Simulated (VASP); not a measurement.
A run of VASP 6.6.1 is set up as follows.

INCAR

```
SYSTEM = GaAs
  PREC = Accurate
  ENCUT = 520
  EDIFF = 1E-7
  ISMEAR = 0
  SIGMA = 0.05
  LREAL = .FALSE.
  LASPH = .TRUE.
  NELM = 60
  ALGO = Normal
  ISIF = 2
  LWAVE = .FALSE.
  LCHARG = .FALSE.
  LDIPOL = .TRUE.
  IDIPOL = 3
  DIPOL = 0.5 0.5 0.500
  GGA = PS
  NBANDS = 46
```

File KPOINTS:

```
regular mesh
0
G
  9 9 1
  0 0 0
```

POSCAR

```
GaAs
1.0
    4.0010046525      0.0000000000      0.0000000000
    0.0000000000      4.0010046525      0.0000000000
    0.0000000000      0.0000000000     24.9019813248
As Ga
4 4
Direct
    0.0000000000      0.5000000000      0.3011808539
    0.5000000000      0.0000000000      0.4147917945
    0.0000000000      0.5000000000      0.5284027352
    0.5000000000      0.0000000000      0.6420136758
    0.5000000000      0.5000000000      0.3579863242
    0.0000000000      0.0000000000      0.4715972648
    0.5000000000      0.5000000000      0.5852082055
    0.0000000000      0.0000000000      0.6988191461
```

Potentials or basis: VASP PAW PBE potentials, release 64 (As, Ga_d).

Command:

```sh
$ cat potpaw_PBE.64/As/POTCAR potpaw_PBE.64/Ga_d/POTCAR > POTCAR
$ mpirun -np 1 vasp_std > vasp.out
```

(1) Predict the band gap on the k mesh.

(2) What does it give for the largest force?

## Answers

(1) zero (bands 36 and 37 overlap by 0.69 eV).

(2) 0.552 eV/Å.

Caveat: the PAW data sets were made with another functional, which shifts forces and pressure a little.
